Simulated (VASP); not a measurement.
The system is SnSe.

```xyz
2
Lattice="0.0000 3.3640 3.3640 3.3640 0.0000 3.3640 3.3640 3.3640 0.0000" Properties=species:S:1:pos:R:3 pbc="T T T"
Sn    0.0000    0.0000    0.0000
Se    1.6820    1.6820    1.6820
```

Base run:

| Quantity | Value |
| --- | --- |
| Program | VASP 6.6.1 |
| Functional | PBE-based global hybrid with 75 % exact exchange |
| Potentials or basis | VASP PAW PBE potentials, release 64 (Sn_d, Se) |
| Cutoff | 520 eV |
| k mesh | 4 × 4 × 4 |
| Occupations | fermi-dirac, width 0.02 eV |
| Spin | no spin polarisation |

Its results: band gap on the k mesh 3.22 eV (least direct gap 4.11 eV); pressure -1.0 GPa.

Q: The run is repeated on the same cell with these changes: functional from PBE-based global hybrid with 75 % exact exchange to PBE-based screened hybrid with 75 % exact exchange; further incar settings from ALGO = Normal; EDIFF = 1e-06; NBANDS = 17 to ALGO = Normal; EDIFF = 1e-07; NBANDS = 17. What comes out?

A: Band gap on the k mesh 0.34 eV (least direct gap 1.08 eV); pressure -0.5 GPa.

Caveats: the structure was generated, so it needn't be the stable form of SnSe; the PAW data sets were made with another functional, which shifts forces and pressure a little; spin-orbit coupling is left out, which moves the levels of the heavy elements.

A k mesh can miss the band edges.
